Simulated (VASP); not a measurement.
A run of VASP 6.6.1:

File INCAR:

```
  PREC = Accurate
  ENCUT = 600
  EDIFF = 1E-7
  ISMEAR = -1
  SIGMA = 0.05
  LREAL = F
  LASPH = T
  NELM = 80
  ALGO = Normal
  ISIF = 3
  LWAVE = F
  LCHARG = F
  GGA = B5
  ALDAX = 1.0
  AGGAX = 1.0
  AGGAC = 1.0
  ALDAC = 0.0
  IVDW = 12
  VDW_S6 = 1.0
  VDW_S8 = 2.6996
  VDW_A1 = 0.4298
  VDW_A2 = 4.2359
  IBRION = 2
  NSW = 60
  EDIFFG = -0.01
```

Contents of KPOINTS:

```
regular mesh
0
Gamma
  11 11 10
```

File POSCAR:

```
Ge
1.0
    1.3971490000     -2.6005160000      0.0000000000
    1.3971490000      2.6005160000      0.0000000000
    0.0000000000      0.0000000000      2.6982310000
Ge
1
Direct
    0.5000000000      0.5000000000      0.0000000000
```

Potentials or basis: VASP PAW PBE potentials, release 64 (Ge_d).

Launch:

```bash
$ cat potpaw_PBE.64/Ge_d/POTCAR > POTCAR
$ mpirun -np 1 vasp_std > vasp.out
```

Hardware: 1 thread of Intel Xeon 8259CL (shared host).

Task: How long does it take, and how much memory?

Result: Run time: 7.3 min on 1 thread of Intel Xeon 8259CL, with other jobs on the host, peak memory 0.2 GiB. Counts: scf iterations 81, k points 216, ion steps 12.
